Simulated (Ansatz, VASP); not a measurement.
C: VASP beside Ansatz

```
CELL_PARAMETERS angstrom
2.45801 0.00000 0.00000
-1.22900 2.12870 0.00000
0.00000 0.00000 6.46491
ATOMIC_POSITIONS crystal
C 0.00000 0.00000 0.00250
C 0.00000 0.00000 0.50250
C 0.33333 0.66667 0.00250
C 0.66667 0.33333 0.50250
```

Change from the starting cell: engineering shear strain xy +0.0000, normal strain along z -0.0175.

Alike in both runs: task single point; functional PBEsol; dispersion D3(BJ); k mesh 18 × 18 × 6; occupations gaussian, width 0.15 eV; no spin polarisation.

```csv
,VASP,Ansatz
version,VASP 6.6.1,Ansatz 0.2.0
potentials or method,"VASP PAW PBE potentials, release 64 (C), cutoff 520 eV","scalar-relativistic, plane waves, PAW"
valence electrons in the cell,16,16
```

```tsv
	VASP	Ansatz	Ansatz less VASP
gap on the k mesh at the Fermi level (eV)	none	none	-
pressure (GPa)	1.0	0.2	-0.75
traceless stress, the component that is largest in VASP (GPa)	-0.41	0.44	+0.852
```

VASP's potentials were made for PBE, not for PBEsol, and Ansatz warns of the same on its side. A gap of «none» marks a metal or a gap that the smearing closes.
